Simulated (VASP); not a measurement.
# AlGa3N4 (P-43m) in VASP: single point with r2SCAN+D4

Aim: the single point of AlGa3N4 with r2SCAN+D4.

All numbers are computed with VASP 6.6.1; they aren't measurements. Logs are shortened: lines on timing, memory, paths and dates and some standing lists are left out, and cuts for length are marked.

**1. The cell of the first run**

Symmetry: P-43m, No. 215, cubic system. The conventional cell has a = 4.451 Å, b = 4.451 Å, c = 4.451 Å, α = 90.00°, β = 90.00°, γ = 90.00°. Within 2.5 Å of Al (site symmetry -43m) lie 4 N at 1.89 Å. Ga (site symmetry -42m) has 4 N at 1.94 Å within 2.6 Å. N (site symmetry 3m) has 1 Al at 1.89 Å and 3 Ga at 1.94 Å within 2.5 Å.

**2. Single point, r2SCAN+D4**

Contents of POSCAR:

```
AlGa3N4
1.0
    4.4509093107      0.0000000000      0.0000000000
    0.0000000000      4.4509093107      0.0000000000
    0.0000000000      0.0000000000      4.4509093107
Al Ga N
1 3 4
Direct
    0.0000000000      0.0000000000      0.0000000000
    0.5000000000      0.5000000000      0.0000000000
    0.5000000000      0.0000000000      0.5000000000
    0.0000000000      0.5000000000      0.5000000000
    0.7553103752      0.7553103752      0.2446896248
    0.7553103752      0.2446896248      0.7553103752
    0.2446896248      0.7553103752      0.7553103752
    0.2446896248      0.2446896248      0.2446896248
```

Contents of INCAR.step1:

```
SYSTEM = AlGa3N4
PREC = Accurate
ENCUT = 1460
ISMEAR = 0
SIGMA = 0.01
LREAL = .FALSE.
LASPH = .TRUE.
NELM = 120
NBANDS = 41
GGA = PE
ALGO = Normal
EDIFF = 1E-5
LWAVE = .TRUE.
LCHARG = .FALSE.
GGA_COMPAT = .FALSE.
```

Contents of INCAR.step2:

```
SYSTEM = AlGa3N4
PREC = Accurate
ENCUT = 1460
EDIFF = 1E-6
ISMEAR = 0
SIGMA = 0.01
LREAL = .FALSE.
LASPH = .TRUE.
NELM = 120
ALGO = Normal
ISIF = 2
LWAVE = .FALSE.
LCHARG = .TRUE.
METAGGA = R2SCAN
LMIXTAU = .TRUE.
IVDW = 13
VDW_S6 = 1.0
VDW_S8 = 0.6018749
VDW_A1 = 0.51559235
VDW_A2 = 5.77342911
LELF = .TRUE.
LVHAR = .TRUE.
NBANDS = 41
ISTART = 1
GGA_COMPAT = .FALSE.
```

Contents of KPOINTS:

```
Automatic mesh
0
G
  4 4 4
  0 0 0
```

Potentials or basis: VASP PAW PBE potentials, release 64 (Al, Ga_d, N_h).

Launch:

```
> cat potpaw_PBE.64/Al/POTCAR potpaw_PBE.64/Ga_d/POTCAR potpaw_PBE.64/N_h/POTCAR > POTCAR
> cp INCAR.step1 INCAR
> mpirun -np 1 vasp_std > vasp.out
> cp INCAR.step2 INCAR
> mpirun -np 1 vasp_std > vasp.out
```

OUTCAR:

```text
SYSTEM = AlGa3N4
   PREC = Accurate
   ENCUT = 1460
   EDIFF = 1E-6
   ISMEAR = 0
   LREAL = .FALSE.
   LASPH = .TRUE.
   NELM = 120
   ISIF = 2
   METAGGA = R2SCAN
   IVDW = 13
   ISTART = 1

 ion  position               nearest neighbor table
   1  0.000  0.000  0.000-   5 1.89   6 1.89   7 1.89   8 1.89
   2  0.500  0.500  0.000-   5 1.94   6 1.94   7 1.94   8 1.94
   3  0.500  0.000  0.500-   5 1.94   6 1.94   7 1.94   8 1.94
   4  0.000  0.500  0.500-   5 1.94   6 1.94   7 1.94   8 1.94
   5  0.755  0.755  0.245-   1 1.89   2 1.94   3 1.94   4 1.94
   6  0.755  0.245  0.755-   1 1.89   2 1.94   3 1.94   4 1.94
   7  0.245  0.755  0.755-   1 1.89   2 1.94   3 1.94   4 1.94
   8  0.245  0.245  0.245-   1 1.89   2 1.94   3 1.94   4 1.94

  LATTYP: Found a simple cubic cell.
 ALAT       =     4.4509093107

  Lattice vectors:

 A1 = (   4.4509093107,   0.0000000000,   0.0000000000)
 A2 = (   0.0000000000,   4.4509093107,   0.0000000000)
 A3 = (   0.0000000000,   0.0000000000,   4.4509093107)

Analysis of symmetry for initial positions (statically):
=====================================================================
 Subroutine PRICEL returns:
 Original cell was already a primitive cell.

 Routine SETGRP: Setting up the symmetry group for a
 simple cubic supercell.

 Subroutine GETGRP returns: Found 24 space group operations
 (whereof 24 operations were pure point group operations)
 out of a pool of 48 trial point group operations.

The static configuration has the point symmetry T_d .

Analysis of symmetry for dynamics (positions and initial velocities):
=====================================================================
 Subroutine PRICEL returns:
 Original cell was already a primitive cell.

 Routine SETGRP: Setting up the symmetry group for a
 simple cubic supercell.

 Subroutine GETGRP returns: Found 24 space group operations
 (whereof 24 operations were pure point group operations)
 out of a pool of 48 trial point group operations.

The dynamic configuration has the point symmetry T_d .

 Subroutine INISYM returns: Found 24 space group operations
 (whereof 24 operations are pure point group operations),
 and found     1 'primitive' translations

----------------------------------------------------------------------------------------

                                     Primitive cell

  volume of cell :      88.1752

  direct lattice vectors                    reciprocal lattice vectors
     4.450909311  0.000000000  0.000000000     0.224673192  0.000000000  0.000000000
     0.000000000  4.450909311  0.000000000     0.000000000  0.224673192  0.000000000
     0.000000000  0.000000000  4.450909311     0.000000000  0.000000000  0.224673192

  length of vectors
     4.450909311  4.450909311  4.450909311     0.224673192  0.224673192  0.224673192

  position of ions in fractional coordinates (direct lattice)
     0.000000000  0.000000000  0.000000000
     0.500000000  0.500000000  0.000000000
     0.500000000  0.000000000  0.500000000
     0.000000000  0.500000000  0.500000000
     0.755310375  0.755310375  0.244689625
     0.755310375  0.244689625  0.755310375
     0.244689625  0.755310375  0.755310375
     0.244689625  0.244689625  0.244689625

  ion indices of the primitive-cell ions
   primitive index   ion index
                 1           1
                 2           2
                 3           3
                 4           4
                 5           5
                 6           6
                 7           7
                 8           8

----------------------------------------------------------------------------------------

 KPOINTS: Automatic mesh

Automatic generation of k-mesh.
 Grid dimensions read from file:
 generate k-points for:    4    4    4

 Generating k-lattice:

  Cartesian coordinates                     Fractional coordinates (reciprocal lattice)
     0.056168298  0.000000000  0.000000000     0.250000000  0.000000000  0.000000000
     0.000000000  0.056168298  0.000000000     0.000000000  0.250000000  0.000000000
     0.000000000  0.000000000  0.056168298     0.000000000  0.000000000  0.250000000

  Length of vectors
     0.056168298  0.056168298  0.056168298

  Shift w.r.t. Gamma in fractional coordinates (k-lattice)
     0.000000000  0.000000000  0.000000000

 Subroutine IBZKPT returns following result:
 ===========================================

 Found     10 irreducible k-points:

 Following reciprocal coordinates:
            Coordinates               Weight
  0.000000  0.000000  0.000000      1.000000
  0.250000  0.000000  0.000000      6.000000
  0.500000  0.000000  0.000000      3.000000
  0.250000  0.250000  0.000000     12.000000
  0.500000  0.250000  0.000000     12.000000
  0.500000  0.500000  0.000000      3.000000
  0.250000  0.250000  0.250000      8.000000
  0.500000  0.250000  0.250000     12.000000
  0.500000  0.500000  0.250000      6.000000
  0.500000  0.500000  0.500000      1.000000
   k-points           NKPTS =     10   k-points in BZ     NKDIM =     10   number of bands    NBANDS=     41
   number of dos      NEDOS =    301   number of ions     NIONS =      8
   total plane-waves  NPLWV = 175616
   dimension x,y,z NGX =    56 NGY =   56 NGZ =   56
   dimension x,y,z NGXF=   112 NGYF=  112 NGZF=  112
   ions per type =               1   3   4
   NGX,Y,Z   is equivalent  to a cutoff of  20.92, 20.92, 20.92 a.u.
   NGXF,Y,Z  is equivalent  to a cutoff of  41.83, 41.83, 41.83 a.u.
 SYSTEM =  AlGa3N4
   PREC   = accura    normal or accurate (medium, high low for compatibility)
   ISTART =      1    job   : 0-new  1-cont  2-samecut
   ICHARG =      0    charge: 1-file 2-atom 10-const
   ISPIN  =      1    spin polarized calculation?
   LNONCOLLINEAR =      F non collinear calculations
   LSORBIT =      F    spin-orbit coupling
   LASPH  =      T    aspherical Exc in radial PAW
   ENCUT  = 1460.0 eV 107.31 Ry   10.36 a.u.  13.87 13.87 13.87*2*pi/ulx,y,z
   NELM   =    120;   NELMIN=  2; NELMDL=  0     # of ELM steps
   EDIFF  = 0.1E-05   stopping-criterion for ELM
   LREAL  =      F    real-space projection
   EDIFFG = 0.1E-04   stopping-criterion for IOM
   NSW    =      0    number of steps for IOM
   IBRION =     -1    ionic relax: 0-MD 1-quasi-New 2-CG
   NFREE  =      0    steps in history (QN), initial steepest desc. (CG)
   ISIF   =      2    stress and relaxation
   ISYM   =      2    0-nonsym 1-usesym 2-fastsym
   POTIM  = 0.5000    time-step for ionic-motion
   TEBEG  =    0.0;   TEEND  =   0.0 temperature during run
   PSTRESS=    0.0 pullay stress
   NELECT =      62.0000    total number of electrons
   NUPDOWN=      -1.0000    fix difference up-down
   EMIN   =  10.00;   EMAX   =-10.00  energy-range for DOS
   EFERMI =   0.00;   METHOD = LEGACY
   ISMEAR =     0;   SIGMA  =   0.01  broadening in eV -4-tet -1-fermi 0-gaus
   EFERMI_NEDOS =   21; number of points for ismear=-14 and -15
   IALGO  =     38    algorithm
   IMIX   =      4    mixing-type and parameters
     AMIX     =   0.40;   BMIX     =  1.00
     AMIX_MAG =   1.60;   BMIX_MAG =  1.00
  volume/ion in A,a.u.               =      11.02        74.38
  Fermi-wavevector in a.u.,A,eV,Ry     =   1.455761  2.750989 28.833999  2.119239
  Thomas-Fermi vector in A             =   2.572758
   LORBIT       =      0    0 simple, 1 ext, 2 COOP (PROOUT), +10 PAW based schemes
   METAGGA = R2SCAN    functional components
   LHFCALC =     F    Hartree Fock is set to
   AEXX    =    0.0000 exact exchange contribution
   IVDW    =    13    specifies the selected vdW correction
   LEPSILON=     F    determine dielectric tensor
   LRPA    =     F    only Hartree local field effects (RPA)
 non-spin polarized calculation
 Gauss-broadening in eV      SIGMA  =   0.01
  energy-cutoff  :     1460.00
  volume of cell :       88.18
 maximum number of plane-waves:     11212
 NGX is ok and might be reduce to    56
   NGX = 27   NGY = 27   NGZ = 27

 number of electron      61.9999998 magnetization

 Free energy of the ion-electron system (eV)
  ---------------------------------------------------
  ext. energy  EPLUGINS =         0.00000000
  ---------------------------------------------------
  free energy    TOTEN  =       -84.86274225 eV

  energy without entropy =      -84.86274225  energy(sigma->0) =      -84.86274225

 E-fermi :   5.6578     XC(G=0): -12.4286

 val. band max:        5.5969377752   @ k =   0.0000   0.0000   0.0000
 cond. band min:       8.4830933136   @ k =   0.0000   0.0000   0.0000
 fundamental gap:      2.8861555385
 Fermi energy:         5.6577867091

 k-point     1 :       0.0000    0.0000    0.0000
  band No.  band energies     occupation
      1     -10.9757      2.00000
      2      -9.5459      2.00000
      3      -9.5459      2.00000
      4      -9.5459      2.00000
      5      -7.9093      2.00000
      6      -7.9093      2.00000
[... 33 lines left out ...]
     40      17.2918      0.00000
     41      17.2918      0.00000

 k-point     2 :       0.2500    0.0000    0.0000
  band No.  band energies     occupation
      1     -10.7274      2.00000
      2      -9.6771      2.00000
      3      -9.5510      2.00000
      4      -9.5510      2.00000
      5      -7.9021      2.00000
      6      -7.8985      2.00000
[... 33 lines left out ...]
     40      17.7775      0.00000
     41      17.9898      0.00000

 k-point     3 :       0.5000    0.0000    0.0000
  band No.  band energies     occupation
      1     -10.2107      2.00000
      2     -10.0735      2.00000
      3      -9.5562      2.00000
      4      -9.5562      2.00000
      5      -7.8573      2.00000
      6      -7.8573      2.00000
[... 33 lines left out ...]
     40      17.1594      0.00000
     41      17.2055      0.00000

 k-point     4 :       0.2500    0.2500    0.0000
  band No.  band energies     occupation
      1     -10.5157      2.00000
      2      -9.6782      2.00000
      3      -9.6421      2.00000
      4      -9.5694      2.00000
      5      -7.9030      2.00000
      6      -7.8926      2.00000
[... 33 lines left out ...]
     40      17.0685      0.00000
     41      17.1239      0.00000

 k-point     5 :       0.5000    0.2500    0.0000
  band No.  band energies     occupation
      1     -10.1043      2.00000
      2      -9.9639      2.00000
      3      -9.6290      2.00000
      4      -9.6009      2.00000
      5      -7.8924      2.00000
      6      -7.8745      2.00000
[... 33 lines left out ...]
     40      16.3292      0.00000
     41      16.4516      0.00000

 k-point     6 :       0.5000    0.5000    0.0000
  band No.  band energies     occupation
      1      -9.9267      2.00000
      2      -9.7723      2.00000
      3      -9.7723      2.00000
      4      -9.7256      2.00000
      5      -7.8865      2.00000
      6      -7.8865      2.00000
[... 33 lines left out ...]
     40      16.3175      0.00000
     41      16.3440      0.00000

 k-point     7 :       0.2500    0.2500    0.2500
  band No.  band energies     occupation
      1     -10.3438      2.00000
      2      -9.7038      2.00000
      3      -9.6394      2.00000
      4      -9.6394      2.00000
      5      -7.9012      2.00000
      6      -7.9012      2.00000
[... 33 lines left out ...]
     40      17.0887      0.00000
     41      17.0887      0.00000

 k-point     8 :       0.5000    0.2500    0.2500
  band No.  band energies     occupation
      1     -10.0340      2.00000
      2      -9.8917      2.00000
      3      -9.6802      2.00000
      4      -9.6367      2.00000
      5      -7.9067      2.00000
      6      -7.8849      2.00000
[... 33 lines left out ...]
     40      16.5880      0.00000
     41      16.9662      0.00000

 k-point     9 :       0.5000    0.5000    0.2500
  band No.  band energies     occupation
      1      -9.9330      2.00000
      2      -9.7591      2.00000
      3      -9.7591      2.00000
      4      -9.7360      2.00000
      5      -7.8996      2.00000
      6      -7.8996      2.00000
[... 33 lines left out ...]
     40      16.8512      0.00000
     41      17.0064      0.00000

 k-point    10 :       0.5000    0.5000    0.5000
  band No.  band energies     occupation
      1      -9.9390      2.00000
      2      -9.7463      2.00000
      3      -9.7463      2.00000
      4      -9.7463      2.00000
      5      -7.9098      2.00000
      6      -7.9098      2.00000
[... 33 lines left out ...]
     40      16.2986      0.00000
     41      16.2986      0.00000

------------------------ aborting loop because EDIFF is reached ----------------------------------------

  DFT-D4 for vdW energy calculation

  Edisp (eV):   -1.11698

  FORCE on cell =-STRESS in cart. coord.  units (eV):
  Direction    XX          YY          ZZ          XY          YZ          ZX
  --------------------------------------------------------------------------------------
  -------------------------------------------------------------------------------------
  Total       0.39370     0.39370     0.39370    -0.00000    -0.00000    -0.00000
  in kB       7.15364     7.15364     7.15364    -0.00000    -0.00000    -0.00000
  external pressure =        7.15 kB  Pullay stress =        0.00 kB

 VOLUME and BASIS-vectors are now :
 -----------------------------------------------------------------------------
  energy-cutoff  :     1460.00
  volume of cell :       88.18
      direct lattice vectors                 reciprocal lattice vectors
     4.450909311  0.000000000  0.000000000     0.224673192  0.000000000  0.000000000
     0.000000000  4.450909311  0.000000000     0.000000000  0.224673192  0.000000000
     0.000000000  0.000000000  4.450909311     0.000000000  0.000000000  0.224673192

 POSITION                                       TOTAL-FORCE (eV/Angst)
 -----------------------------------------------------------------------------------
      0.00000      0.00000      0.00000         0.000000     -0.000000      0.000000
      2.22545      2.22545      0.00000         0.000000      0.000000     -0.000000
      2.22545      0.00000      2.22545         0.000000      0.000000      0.000000
      0.00000      2.22545      2.22545         0.000000      0.000000     -0.000000
      3.36182      3.36182      1.08909         0.050380      0.050380     -0.050380
      3.36182      1.08909      3.36182         0.050380     -0.050380      0.050380
      1.08909      3.36182      3.36182        -0.050380      0.050380      0.050380
      1.08909      1.08909      1.08909        -0.050380     -0.050380     -0.050380
 -----------------------------------------------------------------------------------
    total drift:                               -0.000000     -0.000000     -0.000000

  FREE ENERGIE OF THE ION-ELECTRON SYSTEM (eV)
  ---------------------------------------------------
  free  energy   TOTEN  =       -85.9797176684 eV

  energy  without entropy=      -85.9797176684  energy(sigma->0) =      -85.97971767
```

Run time: 9.3 min. Hardware: 1 thread of Intel Xeon Platinum 8259CL at 2.50GHz (Skylake/Cascade Lake), shared host; peak memory 0.55 GiB.

Results:

* Free energy: -85.9797 eV
* Pressure: 0.7 GPa
* Largest force: 0.087 eV/Å
* Band gap on the k mesh: 2.89 eV
* Dispersion energy per atom: -0.140 eV

Forces on the atoms (eV/Å):
```
Al   0.000  0.000  0.000
Ga   0.000  0.000  0.000
Ga   0.000  0.000  0.000
Ga   0.000  0.000  0.000
N    0.050  0.050 -0.050
N    0.050 -0.050  0.050
N   -0.050  0.050  0.050
N   -0.050 -0.050 -0.050
```

Caveat: the PAW data sets were made with another functional, which shifts forces and pressure a little.
